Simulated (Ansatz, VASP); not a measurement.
# Two plane-wave programs on Tl2I

```
Tl I
1.0
     0.00000    3.66624    3.66624
     3.66624    0.00000    3.66624
     3.66624    3.66624    0.00000
Tl I
2 1
Direct
  0.25000 0.25000 0.25000
  0.75000 0.75000 0.75000
  0.00000 0.00000 0.00000
```

Alike in both runs: task single point; functional r2SCAN; k mesh 4 × 4 × 4; occupations gaussian, width 0.1 eV; no spin polarisation.

|  | VASP | Ansatz |
| --- | --- | --- |
| version | VASP 6.6.1 | Ansatz 0.2.0 |
| potentials or method | VASP PAW PBE potentials, release 64 (Tl_d, I), cutoff 520 eV | scalar-relativistic, plane waves, PAW |
| valence electrons in the cell | 33 | 43 |

|  | VASP | Ansatz | Ansatz less VASP |
| --- | --- | --- | --- |
| gap on the k mesh at the Fermi level (eV) | none | none | - |
| pressure (GPa) | 10.4 | 10.4 | +0.02 |

VASP's potentials were made for PBE, not for r2SCAN. A gap of «none» marks a metal or a gap that the smearing closes. VASP's potentials hold 33 valence electrons a cell and Ansatz's 43, so a difference there can come from the potentials and not from the codes.

The k mesh is coarse, so the values compare programs but aren't converged. Spin-orbit coupling is off throughout.
